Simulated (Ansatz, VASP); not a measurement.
## Two plane-wave programs on WS2

```
W S
1.0
     1.57852    0.91136    6.05399
    -1.57852    0.91136    6.05399
     0.00000   -1.82272    6.05399
W S
1 2
Direct
  0.99936 0.99936 0.99936
  0.75266 0.75266 0.75266
  0.57928 0.57928 0.57928
```

Alike in both runs: task relaxation of cell and atoms; functional PBE; dispersion D3(BJ); k mesh 12 × 12 × 12; occupations gaussian, width 0.02 eV; no spin polarisation.

```csv
,VASP,Ansatz
version,VASP 6.6.1,Ansatz 0.2.0
potentials or method,"VASP PAW PBE potentials, release 64 (W_sv, S), cutoff 600 eV","scalar-relativistic, plane waves, PAW"
valence electrons in the cell,26,26
```

```csv
,VASP,Ansatz,Ansatz less VASP
"gap on the k mesh at the Fermi level, each at its own relaxed structure (eV)",0.94,0.91,-0.026
relaxed volume (Å³/atom),17.40,17.38,-0.029
relaxed cell length with the largest relative difference (Å),6.318,6.308,-0.0098
```

Spin-orbit coupling is off throughout.
